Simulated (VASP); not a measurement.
# Li (R-3m) in VASP: further runs

The runs below take Li through relaxation of shape and atoms at fixed volume, with PBE.

Program: VASP 6.6.1. These are calculated values, not measurements. Logs are shortened: lines on timing, memory, paths and dates and some standing lists are left out, and cuts for length are marked.

## (1) The cell of the first run

The structure is trigonal, space group R-3m (No. 166). The conventional cell has a = 2.338 Å, b = 2.338 Å, c = 5.771 Å, α = 90.00°, β = 90.00°, γ = 120.00°. Li (site symmetry -3m) has 12 Li at 2.34 to 2.35 Å within 3.1 Å.

## (2) Relaxation of shape and atoms at fixed volume, PBE

INCAR reads:

```
SYSTEM = Li
  ALGO = Normal
  EDIFF = 1E-7
  EDIFFG = -0.005
  ENCUT = 600
  GGA = PE
  IBRION = 2
  ISIF = 4
  ISMEAR = -1
  LASPH = .TRUE.
  LCHARG = .FALSE.
  LREAL = .FALSE.
  LWAVE = .FALSE.
  NELM = 100
  NSW = 50
  PREC = Accurate
  SIGMA = 0.08
```

KPOINTS reads:

```
k-points
0
G
  13 13 13
  0 0 0
```

POSCAR reads:

```
Li
1.0
    1.1688390225     -0.6748295243      3.8471846972
    0.0000000000      1.3496590485      3.8471846972
   -1.1688390225     -0.6748295243      3.8471846972
Li
2
Direct
    0.2499964156      0.2499964156      0.2499964156
   -0.2499964156     -0.2499964156     -0.2499964156
```

Potentials or basis: VASP PAW PBE potentials, release 64 (Li_sv).

The run is started by

```sh
> cat potpaw_PBE.64/Li_sv/POTCAR > POTCAR
> mpirun -np 1 vasp_std > vasp.out
```

OUTCAR:

```text
SYSTEM = Li
   EDIFF = 1E-7
   EDIFFG = -0.005
   ENCUT = 600
   GGA = PE
   IBRION = 2
   ISIF = 4
   ISMEAR = -1
   LASPH = .TRUE.
   LREAL = .FALSE.
   NELM = 100
   NSW = 50
   PREC = Accurate

 ion  position               nearest neighbor table
   1  0.250  0.250  0.250-   2 2.35   2 2.35   2 2.35   2 2.35   2 2.35   2 2.35
   2  0.750  0.750  0.750-   1 2.35   1 2.35   1 2.35   1 2.35   1 2.35   1 2.35

  LATTYP: Found a trigonal (rhomboedric) cell.
 ALAT       =     4.0770589451
 COS(alpha) =     0.8356213461

  Lattice vectors:

 A1 = (   1.1688390225,  -0.6748295243,   3.8471846972)
 A2 = (   0.0000000000,   1.3496590485,   3.8471846972)
 A3 = (  -1.1688390225,  -0.6748295243,   3.8471846972)

Analysis of symmetry for initial positions (statically):
=====================================================================
 Subroutine PRICEL returns:
 Original cell was already a primitive cell.

 Routine SETGRP: Setting up the symmetry group for a
 trigonal (rhombohedral) supercell.

 Subroutine GETGRP returns: Found 12 space group operations
 (whereof 12 operations were pure point group operations)
 out of a pool of 12 trial point group operations.

The static configuration has the point symmetry D_3d.

Analysis of symmetry for dynamics (positions and initial velocities):
=====================================================================
 Subroutine PRICEL returns:
 Original cell was already a primitive cell.

 Routine SETGRP: Setting up the symmetry group for a
 trigonal (rhombohedral) supercell.

 Subroutine GETGRP returns: Found 12 space group operations
 (whereof 12 operations were pure point group operations)
 out of a pool of 12 trial point group operations.

The dynamic configuration has the point symmetry D_3d.

 Subroutine INISYM returns: Found 12 space group operations
 (whereof 12 operations are pure point group operations),
 and found     1 'primitive' translations

----------------------------------------------------------------------------------------

                                     Primitive cell

  volume of cell :      18.2072

  direct lattice vectors                    reciprocal lattice vectors
     1.168839023 -0.674829524  3.847184697     0.427774903 -0.246975956  0.086643444
     0.000000000  1.349659048  3.847184697     0.000000000  0.493951911  0.086643444
    -1.168839023 -0.674829524  3.847184697    -0.427774903 -0.246975956  0.086643444

  length of vectors
     4.077058945  4.077058945  4.077058945     0.501493347  0.501493347  0.501493347

  position of ions in fractional coordinates (direct lattice)
     0.249996416  0.249996416  0.249996416
     0.750003584  0.750003584  0.750003584

  ion indices of the primitive-cell ions
   primitive index   ion index
                 1           1
                 2           2

----------------------------------------------------------------------------------------

 KPOINTS: k-points

Automatic generation of k-mesh.
 Grid dimensions read from file:
 generate k-points for:   13   13   13

 Generating k-lattice:

  Cartesian coordinates                     Fractional coordinates (reciprocal lattice)
     0.032905762 -0.018998150  0.006664880     0.076923077  0.000000000 -0.000000000
     0.000000000  0.037996301  0.006664880    -0.000000000  0.076923077 -0.000000000
    -0.032905762 -0.018998150  0.006664880    -0.000000000  0.000000000  0.076923077

  Length of vectors
     0.038576411  0.038576411  0.038576411

  Shift w.r.t. Gamma in fractional coordinates (k-lattice)
     0.000000000  0.000000000  0.000000000

 Subroutine IBZKPT returns following result:
 ===========================================

 Found    231 irreducible k-points:

 Following reciprocal coordinates:
            Coordinates               Weight
  0.000000  0.000000  0.000000      1.000000
  0.076923 -0.000000 -0.000000      6.000000
  0.153846  0.000000 -0.000000      6.000000
  0.230769 -0.000000  0.000000      6.000000
  0.307692  0.000000 -0.000000      6.000000
  0.384615  0.000000  0.000000      6.000000
[... 16 lines left out ...]
  0.384615  0.153846  0.000000     12.000000
  0.461538  0.153846  0.000000     12.000000
 [... further k-points ...]
   k-points           NKPTS =    231   k-points in BZ     NKDIM =    231   number of bands    NBANDS=      7
   number of dos      NEDOS =    301   number of ions     NIONS =      2
   total plane-waves  NPLWV =  46656
   dimension x,y,z NGX =    36 NGY =   36 NGZ =   36
   dimension x,y,z NGXF=    72 NGYF=   72 NGZF=   72
   ions per type =               2
   NGX,Y,Z   is equivalent  to a cutoff of  14.68, 14.68, 14.68 a.u.
   NGXF,Y,Z  is equivalent  to a cutoff of  29.36, 29.36, 29.36 a.u.
 SYSTEM =  Li
   PREC   = accura    normal or accurate (medium, high low for compatibility)
   ISTART =      0    job   : 0-new  1-cont  2-samecut
   ICHARG =      2    charge: 1-file 2-atom 10-const
   ISPIN  =      1    spin polarized calculation?
   LNONCOLLINEAR =      F non collinear calculations
   LSORBIT =      F    spin-orbit coupling
   LASPH  =      T    aspherical Exc in radial PAW
   ENCUT  =  600.0 eV  44.10 Ry    6.64 a.u.   8.14  8.14  8.14*2*pi/ulx,y,z
   NELM   =    100;   NELMIN=  2; NELMDL= -5     # of ELM steps
   EDIFF  = 0.1E-06   stopping-criterion for ELM
   LREAL  =      F    real-space projection
   EDIFFG = -.5E-02   stopping-criterion for IOM
   NSW    =     50    number of steps for IOM
   IBRION =      2    ionic relax: 0-MD 1-quasi-New 2-CG
   NFREE  =      1    steps in history (QN), initial steepest desc. (CG)
   ISIF   =      4    stress and relaxation
   ISYM   =      2    0-nonsym 1-usesym 2-fastsym
   POTIM  = 0.5000    time-step for ionic-motion
   TEBEG  =    0.0;   TEEND  =   0.0 temperature during run
   PSTRESS=    0.0 pullay stress
   NELECT =       6.0000    total number of electrons
   NUPDOWN=      -1.0000    fix difference up-down
   EMIN   =  10.00;   EMAX   =-10.00  energy-range for DOS
   EFERMI =   0.00;   METHOD = LEGACY
   ISMEAR =    -1;   SIGMA  =   0.08  broadening in eV -4-tet -1-fermi 0-gaus
   EFERMI_NEDOS =   21; number of points for ismear=-14 and -15
   IALGO  =     38    algorithm
   IMIX   =      4    mixing-type and parameters
     AMIX     =   0.40;   BMIX     =  1.00
     AMIX_MAG =   1.60;   BMIX_MAG =  1.00
  volume/ion in A,a.u.               =       9.10        61.43
  Fermi-wavevector in a.u.,A,eV,Ry     =   1.130779  2.136862 17.397227  1.278660
  Thomas-Fermi vector in A             =   2.267476
   LORBIT       =      0    0 simple, 1 ext, 2 COOP (PROOUT), +10 PAW based schemes
   GGA     = PE    functional components
   LHFCALC =     F    Hartree Fock is set to
   AEXX    =    0.0000 exact exchange contribution
   IVDW    =     0    specifies the selected vdW correction
   LEPSILON=     F    determine dielectric tensor
   LRPA    =     F    only Hartree local field effects (RPA)
 conjugate gradient relaxation of ions
 non-spin polarized calculation
  energy-cutoff  :      600.00
  volume of cell :       18.21
 maximum number of plane-waves:       624
 NGX is ok and might be reduce to    36
   NGX = 17   NGY = 17   NGZ = 17

--------------------------------------- Ionic step        1  -------------------------------------------

 number of electron       6.0000003 magnetization

 Free energy of the ion-electron system (eV)
  ---------------------------------------------------
  ext. energy  EPLUGINS =         0.00000000
  ---------------------------------------------------
  free energy    TOTEN  =        -2.20824002 eV

  energy without entropy =       -2.19077575  energy(sigma->0) =       -2.19950789

------------------------ aborting loop because EDIFF is reached ----------------------------------------

  FORCE on cell =-STRESS in cart. coord.  units (eV):
  Direction    XX          YY          ZZ          XY          YZ          ZX
  --------------------------------------------------------------------------------------
  -------------------------------------------------------------------------------------
  Total        4.7044847      4.7044847      4.7760491     -0.0000000     -0.0000000      0.0000000
  in kB      413.9802100    413.9802100    420.2776516     -0.0000000     -0.0000000      0.0000000
  external PRESSURE =     416.0793572 kB  Pullay stress =       0.0000000 kB
[... 89 lines left out ...]
  FREE ENERGIE OF THE ION-ELECTRON SYSTEM (eV)
  ---------------------------------------------------
  free  energy   TOTEN  =        -2.2085749659 eV

  energy  without entropy=       -2.1915192561  energy(sigma->0) =       -2.20004711

[... ionic steps 4 to 7 ...]

--------------------------------------- Ionic step        8  -------------------------------------------

 number of electron       6.0000000 magnetization

------------------------ aborting loop because EDIFF is reached ----------------------------------------

  FORCE on cell =-STRESS in cart. coord.  units (eV):
  Direction    XX          YY          ZZ          XY          YZ          ZX
  --------------------------------------------------------------------------------------
  -------------------------------------------------------------------------------------
  Total        4.7253144      4.7253144      4.7263433     -0.0000000     -0.0000000     -0.0000000
  in kB      415.8131584    415.8131583    415.9036977     -0.0000000     -0.0000000     -0.0000000
  external PRESSURE =     415.8433381 kB  Pullay stress =       0.0000000 kB
[... 57 lines left out ...]
  energy  without entropy=       -2.1937285666  energy(sigma->0) =       -2.20144432

--------------------------------------- Ionic step       10  -------------------------------------------

 number of electron       6.0000000 magnetization

 Free energy of the ion-electron system (eV)
  ---------------------------------------------------
  ext. energy  EPLUGINS =         0.00000000
  ---------------------------------------------------
  free energy    TOTEN  =        -2.20916501 eV

  energy without entropy =       -2.19371975  energy(sigma->0) =       -2.20144238

 E-fermi :   3.8489     XC(G=0):  -9.3134

 val. band max:        3.8486606278   @ k =  -0.3077  -0.4615   0.0769
 cond. band min:       3.8515089059   @ k =  -0.3077  -0.3077   0.2308
 fundamental gap:      0.0028482781
 Fermi energy:         3.8488671449

 k-point     1 :       0.0000    0.0000    0.0000
  band No.  band energies     occupation
      1     -41.9088      2.00000
      2     -41.6345      2.00000
      3      -0.2320      2.00000
      4       2.9458      1.99997
      5      10.4411      0.00000
      6      26.3660      0.00000
      7      26.3660      0.00000
[... 221 lines left out ...]
 k-point    24 :       0.4615    0.1538    0.0000
  band No.  band energies     occupation
      1     -41.6049      2.00000
      2     -41.5354      2.00000
      3       3.1990      1.99941
      4       6.3571      0.00000
      5       9.8775      0.00000
      6      14.6262      0.00000
      7      14.8497      0.00000

 [... further k-points ...]

------------------------ aborting loop because EDIFF is reached ----------------------------------------

  FORCE on cell =-STRESS in cart. coord.  units (eV):
  Direction    XX          YY          ZZ          XY          YZ          ZX
  --------------------------------------------------------------------------------------
  -------------------------------------------------------------------------------------
  Total        4.7255407      4.7255407      4.7258693      0.0000000     -0.0000000      0.0000000
  in kB      415.8330676    415.8330675    415.8619836      0.0000000     -0.0000000      0.0000000
  external PRESSURE =     415.8427062 kB  Pullay stress =       0.0000000 kB
[... 17 lines left out ...]
  FREE ENERGIE OF THE ION-ELECTRON SYSTEM (eV)
  ---------------------------------------------------
  free  energy   TOTEN  =        -2.2091650105 eV

  energy  without entropy=       -2.1937197530  energy(sigma->0) =       -2.20144238

 reached required accuracy - stopping structural energy minimisation
```

It took 2.1 min on 1 thread of Intel Xeon 6975P-C (Granite Rapids), shared host; peak memory 0.2 GiB.

Results:

* Free energy: -2.2092 eV
* Energy gained by relaxing: 0.5 meV/atom
* Ionic steps: 10
* Pressure after relaxing: 41.6 GPa
* Band gap on the k mesh: zero (band 3 reaches 6.14 eV, above the bottom of band 4 at 1.02 eV)

Step by step:
```tsv
step	energy change (eV)	largest force (eV/Å)	pressure (GPa)	volume (Å³)
1	0.0000	0.0006	41.61	18.21
2	-0.0001	0.0002	41.61	18.21
3	-0.0003	0.0010	41.60	18.21
4	-0.0008	0.0034	41.59	18.21
5	-0.0005	0.0080	41.58	18.21
6	-0.0009	0.0048	41.59	18.21
7	-0.0009	0.0055	41.58	18.21
8	-0.0009	0.0054	41.58	18.21
9	-0.0009	0.0082	41.58	18.21
10	-0.0009	0.0000	41.58	18.21
```

Final structure:
```yaml
crystal:
  lattice:
    - [1.15879, -0.66903, 3.91418]
    - [0.00000, 1.33806, 3.91418]
    - [-1.15879, -0.66903, 3.91418]
  atoms:
    - { symbol: Li, position: [0.25000, 0.25000, 0.25000] }
    - { symbol: Li, position: [0.75000, 0.75000, 0.75000] }
```

Levels at points of the mesh, in eV from the Fermi level:
```tsv
k point	band 1	band 2	band 3	band 4	band 5	band 6	band 7
(0.00, 0.00, 0.00)	-45.76	-45.48	-4.08	-0.90	6.59	22.52	22.52
```

Caveat: the cutoff is under 1.25 times the usual one of these potentials, so pressure, stress and relaxed cells hold a basis-set (Pulay) error.

## (3) Relaxation of shape and atoms at fixed volume, PBE

This run uses another cell than the first one, of 10.52 Å³/atom, 1.156 times its volume.

INCAR reads:

```
  ALGO = Normal
  EDIFF = 1E-6
  EDIFFG = -0.005
  ENCUT = 600
  GGA = PE
  IBRION = 2
  ISIF = 4
  ISMEAR = -1
  LASPH = T
  LCHARG = F
  LREAL = F
  LWAVE = F
  NELM = 80
  NSW = 50
  PREC = Accurate
  SIGMA = 0.08
```

KPOINTS reads:

```
k-points
0
Gamma
  13 13 13
```

POSCAR reads:

```
Li
1.0
    1.2265492154     -0.7081485197      4.0371353806
    0.0000000000      1.4162970393      4.0371353806
   -1.2265492154     -0.7081485197      4.0371353806
Li
2
Direct
    0.2499964156      0.2499964156      0.2499964156
   -0.2499964156     -0.2499964156     -0.2499964156
```

Potentials or basis: VASP PAW PBE potentials, release 64 (Li_sv).

The run is started by

```sh
> cat potpaw_PBE.64/Li_sv/POTCAR > POTCAR
> mpirun -np 1 vasp_std > vasp.out
```

Wall time 79 s (1 thread of Intel Xeon 6975P-C (Granite Rapids), shared host); peak memory 0.22 GiB.

Results (log left out):

```
Free energy               : -2.8093 eV
Energy gained by relaxing : 0.3 meV/atom
Ionic steps               : 6
Pressure after relaxing   : 26.7 GPa
Band gap on the k mesh    : zero (band 3 reaches 5.23 eV, above the bottom of band 4 at 0.32 eV)
```

Forces on the atoms (eV/Å):
```
Li   0.000  0.000 -0.003
Li   0.000  0.000  0.003
```

Stress tensor (GPa, compression positive):
```
26.67  0.00  0.00
 0.00 26.67  0.00
 0.00  0.00 26.74
```

The path:
| step | energy change (eV) | largest force (eV/Å) | pressure (GPa) | volume (Å³) |
| --- | --- | --- | --- | --- |
| 1 | 0.0000 | 0.0005 | 26.73 | 21.04 |
| 2 | -0.0001 | 0.0002 | 26.71 | 21.04 |
| 3 | -0.0002 | 0.0005 | 26.71 | 21.04 |
| 4 | -0.0004 | 0.0020 | 26.70 | 21.04 |
| 5 | -0.0003 | 0.0047 | 26.68 | 21.04 |
| 6 | -0.0005 | 0.0029 | 26.69 | 21.04 |

Final structure:
```
Li
1.0
     1.21871   -0.70362    4.08926
     0.00000    1.40724    4.08926
    -1.21871   -0.70362    4.08926
Li
2
Direct
  0.25002 0.25002 0.25002
  0.74998 0.74998 0.74998
```

Levels at points of the mesh, in eV from the Fermi level:
```tsv
k point	band 1	band 2	band 3	band 4	band 5	band 6
(0.00, 0.00, 0.00)	-45.77	-45.59	-4.12	-0.67	5.68	20.33
```

Caveat: the cutoff is under 1.25 times the usual one of these potentials, so pressure, stress and relaxed cells hold a basis-set (Pulay) error.

(Continued in part 2 of 2.)
